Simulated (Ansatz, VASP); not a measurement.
# One calculation of Ba, two programs

INCAR

```
SYSTEM = Ba
ALGO = Fast
EDIFF = 1E-6
ENCUT = 520
GGA = PS
ISIF = 2
ISMEAR = 0
LASPH = .TRUE.
LCHARG = .FALSE.
LREAL = .FALSE.
LWAVE = .FALSE.
NBANDS = 11
NELM = 100
PREC = Accurate
SIGMA = 0.15
```

KPOINTS

```
k-points
0
G
  14 14 8
  0 0 0
```

POSCAR

```
Ba
1.0
    1.9550000000     -3.6500000000      0.0000000000
    1.9550000000      3.6500000000      0.0000000000
    0.0000000000      0.0000000000      5.7000000000
Ba
1
Direct
    0.0000000000      0.0000000000      0.0000000000
```

Input for Ansatz:

```yaml
crystal:
  lattice:
    - [1.955, -3.65, 0.0]
    - [1.955, 3.65, 0.0]
    - [0.0, 0.0, 5.7]
  atoms:
    - { symbol: Ba, position: [0.0, 0.0, 0.0] }
basis:
  ecutwfc: 420
kpoints:
  mp_grid: { grid: [14, 14, 8] }
hamiltonian:
  xc: pbesol
scf:
  occupations: { method: gaussian, width: 0.15 }
output:
  forces: true
  stress: true
  eigenvalues: true
  write_density: true
  write_potential: true
  elf: true
  volumetric_format: npy
```

Alike in both runs: task single point; functional PBEsol; k mesh 14 × 14 × 8; occupations gaussian, width 0.15 eV; no spin polarisation.

|  | VASP | Ansatz |
| --- | --- | --- |
| version | VASP 6.6.1 | Ansatz 0.2.0 |
| potentials or method | VASP PAW PBE potentials, release 64 (Ba_sv), cutoff 520 eV | scalar-relativistic, plane waves, PAW |
| valence electrons in the cell | 10 | 10 |

```csv
,VASP,Ansatz,Ansatz less VASP
gap on the k mesh at the Fermi level (eV),none,none,-
pressure (GPa),0.1,0.1,-0.04
"traceless stress, the component that is largest in VASP (GPa)",-2.36,-2.30,+0.054
```

VASP's potentials were made for PBE, not for PBEsol. A gap of «none» marks a metal or a gap that the smearing closes.

Neither program's run includes spin-orbit coupling.
